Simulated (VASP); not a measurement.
# Mn in VASP: single point with PBEsol

Aim: the single point of Mn with PBEsol.

Everything below comes from runs of VASP 6.6.1. Logs are shortened: lines on timing, memory, paths and dates and some standing lists are left out, and cuts for length are marked.

### Step 1. The cell of the first run

The typed cell holds 4 atoms: a = 2.422 Å, b = 2.422 Å, c = 7.051 Å, α = 90.00°, β = 90.00°, γ = 89.96°.

### Step 2. Single point, PBEsol, collinear spin, ferromagnetic start

INCAR

```
PREC = Accurate ; ENCUT = 520
EDIFF = 1E-7 ; ISMEAR = 0
SIGMA = 0.1 ; LREAL = F
LASPH = T ; NELM = 150
ALGO = Fast ; ISIF = 2
LWAVE = F ; LCHARG = T
ISPIN = 2 ; MAGMOM = 1.09 1.09 1.09 1.09
LORBIT = 11 ; LMAXMIX = 4
GGA = PS ; LELF = T
LVHAR = T ; NBANDS = 38
```

KPOINTS

```
regular mesh
0
Gamma
  6 6 4
```

POSCAR

```
Mn
1.0
    1.7132401376     -1.7118951651      0.0000000000
    1.7132401376      1.7118951651      0.0000000000
    0.0000000000      0.0000000000      7.0508335760
Mn
4
Direct
    0.7500374693      0.2499625307      0.1249969265
    0.7499625307      0.2500374693      0.6249969265
    0.2499625307      0.7500374693      0.8750030735
    0.2500374693      0.7499625307      0.3750030735
```

Potentials or basis: VASP PAW PBE potentials, release 64 (Mn_pv).

The run is started by

```bash
$ cat potpaw_PBE.64/Mn_pv/POTCAR > POTCAR
$ mpirun -np 1 vasp_std > vasp.out
```

OUTCAR:

```text
PREC = Accurate
   ENCUT = 520
   EDIFF = 1E-7
   ISMEAR = 0
   LREAL = F
   LASPH = T
   NELM = 150
   ISIF = 2
   ISPIN = 2
   LORBIT = 11
   GGA = PS

 ion  position               nearest neighbor table
   1  0.750  0.250  0.125-   3 2.46   4 2.46   4 2.46   3 2.46   3 2.46   3 2.46   4 2.46   4 2.46

   2  0.750  0.250  0.625-   4 2.46   3 2.46   3 2.46   4 2.46   4 2.46   4 2.46   3 2.46   3 2.46

   3  0.250  0.750  0.875-   1 2.46   2 2.46   2 2.46   1 2.46   1 2.46   1 2.46   2 2.46   2 2.46

   4  0.250  0.750  0.375-   2 2.46   1 2.46   1 2.46   2 2.46   2 2.46   2 2.46   1 2.46   1 2.46

  LATTYP: Found a base centered orthorhombic cell.
 ALAT       =     3.4237903302
 B/A-ratio  =     1.0007856629
 C/A-ratio  =     2.0593648839

  Lattice vectors:

 A1 = (  -1.7132401376,  -1.7118951651,   0.0000000000)
 A2 = (   1.7132401376,  -1.7118951651,   0.0000000000)
 A3 = (   0.0000000000,   0.0000000000,   7.0508335760)

Analysis of symmetry for initial positions (statically):
=====================================================================
 Subroutine PRICEL returns:
 Original cell was already a primitive cell.

 Routine SETGRP: Setting up the symmetry group for a
 base centered orthorhombic supercell.

 Subroutine GETGRP returns: Found  8 space group operations
 (whereof  4 operations were pure point group operations)
 out of a pool of  8 trial point group operations.

The static configuration has the point symmetry C_2h.
 The point group associated with its full space group is D_2h.

Analysis of symmetry for dynamics (positions and initial velocities):
=====================================================================
 Subroutine PRICEL returns:
 Original cell was already a primitive cell.

 Routine SETGRP: Setting up the symmetry group for a
 base centered orthorhombic supercell.

 Subroutine GETGRP returns: Found  8 space group operations
 (whereof  4 operations were pure point group operations)
 out of a pool of  8 trial point group operations.

The dynamic configuration has the point symmetry C_2h.
 The point group associated with its full space group is D_2h.

Analysis of structural, dynamic, and magnetic symmetry:
=====================================================================
 Subroutine PRICEL returns:
 Original cell was already a primitive cell.

 Routine SETGRP: Setting up the symmetry group for a
 base centered orthorhombic supercell.

 Subroutine GETGRP returns: Found  8 space group operations
 (whereof  4 operations were pure point group operations)
[... 136 lines left out ...]
   LEPSILON=     F    determine dielectric tensor
   LRPA    =     F    only Hartree local field effects (RPA)
 spin polarized calculation
 RMM-DIIS sequential band-by-band and
 Gauss-broadening in eV      SIGMA  =   0.10
  energy-cutoff  :      520.00
  volume of cell :       41.36
 maximum number of plane-waves:      1142
   NGX =  9   NGY =  9   NGZ = 27

 number of electron      52.0000107 magnetization      -0.0000203

 number of electron      52.0000107 magnetization       0.0000301

 Free energy of the ion-electron system (eV)
  ---------------------------------------------------
  ext. energy  EPLUGINS =         0.00000000
  ---------------------------------------------------
  free energy    TOTEN  =       -38.73341675 eV

  energy without entropy =      -38.70840231  energy(sigma->0) =      -38.72090953

 E-fermi :  10.9101     XC(G=0): -14.4256

 val. band max:       10.9088336674   @ k =  -0.1667   0.1667   0.0000
 cond. band min:      10.9615235701   @ k =   0.5000   0.3333   0.2500
 fundamental gap:      0.0526899027
 Fermi energy:        10.9100811850

 spin component 1

 k-point     1 :       0.0000    0.0000    0.0000
  band No.  band energies     occupation
      1     -37.3785      1.00000
      2     -36.9915      1.00000
      3     -36.9914      1.00000
      4     -36.8419      1.00000
      5     -36.8403      1.00000
      6     -36.7018      1.00000
[... 973 lines left out ...]
     37      21.2532      0.00000
     38      21.2631      0.00000

 [... further k-points ...]

 spin component 2

 k-point     1 :       0.0000    0.0000    0.0000
  band No.  band energies     occupation
      1     -37.3785      1.00000
      2     -36.9914      1.00000
      3     -36.9914      1.00000
      4     -36.8419      1.00000
      5     -36.8403      1.00000
      6     -36.7018      1.00000
[... 973 lines left out ...]
     37      21.2532      0.00000
     38      21.2631      0.00000

 [... further k-points ...]

------------------------ aborting loop because EDIFF is reached ----------------------------------------

  FORCE on cell =-STRESS in cart. coord.  units (eV):
  Direction    XX          YY          ZZ          XY          YZ          ZX
  --------------------------------------------------------------------------------------
  -------------------------------------------------------------------------------------
  Total       -0.0456972     -0.0278472      0.0814096      0.0000000      0.0000000      0.0000000
  in kB       -1.7702477     -1.0787634      3.1537011      0.0000000      0.0000000      0.0000000
  external PRESSURE =       0.1015634 kB  Pullay stress =       0.0000000 kB

 VOLUME and BASIS-vectors are now :
 -----------------------------------------------------------------------------
  energy-cutoff  :      520.00
  volume of cell :       41.36
      direct lattice vectors                 reciprocal lattice vectors
     1.713240138 -1.711895165  0.000000000     0.291844668 -0.292073960  0.000000000
     1.713240138  1.711895165  0.000000000     0.291844668  0.292073960  0.000000000
     0.000000000  0.000000000  7.050833576     0.000000000  0.000000000  0.141827202

 POSITION                                       TOTAL-FORCE (eV/Angst)
 -----------------------------------------------------------------------------------
      1.71324     -0.85608      0.88133         0.000000      0.000855      0.000444
      1.71324     -0.85582      4.40675         0.000000     -0.000855      0.000444
      1.71324      0.85608      6.16950         0.000000     -0.000855     -0.000444
      1.71324      0.85582      2.64408         0.000000      0.000855     -0.000444
 -----------------------------------------------------------------------------------
    total drift:                                0.000000     -0.000000      0.000000

  FREE ENERGIE OF THE ION-ELECTRON SYSTEM (eV)
  ---------------------------------------------------
  free  energy   TOTEN  =       -38.7334167517 eV

  energy  without entropy=      -38.7084023060  energy(sigma->0) =      -38.72090953

 total charge

# of ion       s       p       d       tot
------------------------------------------
    1        0.444   6.434   5.193  12.071
    2        0.444   6.434   5.193  12.071
    3        0.444   6.434   5.193  12.071
    4        0.444   6.434   5.193  12.071
--------------------------------------------------
tot          1.777  25.735  20.771  48.283

 magnetization (x)

# of ion       s       p       d       tot
------------------------------------------
    1       -0.000   0.000   0.000   0.000
    2       -0.000   0.000   0.000   0.000
    3       -0.000   0.000   0.000   0.000
    4       -0.000   0.000   0.000   0.000
--------------------------------------------------
tot         -0.000   0.000   0.000   0.000
```

Wall time 1.9 min (1 thread of Intel Xeon Platinum 8259CL at 2.50GHz (Skylake/Cascade Lake), shared host); peak memory 0.21 GiB.

Results:

```
Free energy                                           : -38.7334 eV
Pressure                                              : 0.0 GPa
Band gap on the k mesh                                : zero (filled and empty bands overlap)
Net moment                                            : 0.00 μB per cell
Valence electrons inside the program's atomic spheres : Mn 12.07
```

Caveat: the k points lie up to 0.43 Å⁻¹ apart, too coarse for converged energies and pressures of a metal; the moments typed at the start vanished in this run; the PAW data sets were made with another functional, which shifts forces and pressure a little.

The gap in the log of VASP goes by the Fermi energy; the results here count the filled bands.